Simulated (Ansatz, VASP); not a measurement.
# Two plane-wave programs on Si

```xyz
8
Lattice="5.4271 0.0000 0.0000 0.0000 5.4271 0.0000 0.0000 0.0000 5.4271" Properties=species:S:1:pos:R:3 pbc="T T T"
Si    4.0703    4.0703    4.0703
Si    1.3568    1.3568    4.0703
Si    1.3568    4.0703    1.3568
Si    4.0703    1.3568    1.3568
Si    2.7136    2.7136    2.7136
Si    0.0000    0.0000    2.7136
Si    0.0000    2.7136    0.0000
Si    2.7136    0.0000    0.0000
```

Alike in both runs: task electric field gradients; functional PBEsol; k mesh 3 × 3 × 3; no spin polarisation.

```csv
,VASP,Ansatz
version,VASP 6.6.1,Ansatz 0.2.0
potentials or method,"VASP PAW PBE potentials, release 64 (Si)","plane-wave PAW, scalar-relativistic"
plane-wave cutoff (eV),520,420
occupations,"gaussian, width 0.01 eV",fixed
valence electrons in the cell,32,32
```

|  | VASP | Ansatz | Ansatz less VASP |
| --- | --- | --- | --- |
| gap on the k mesh at the Fermi level (eV) | 0.58 | 0.59 | +0.007 |

VASP's potentials were made for PBE, not for PBEsol, and Ansatz warns of the same on its side.
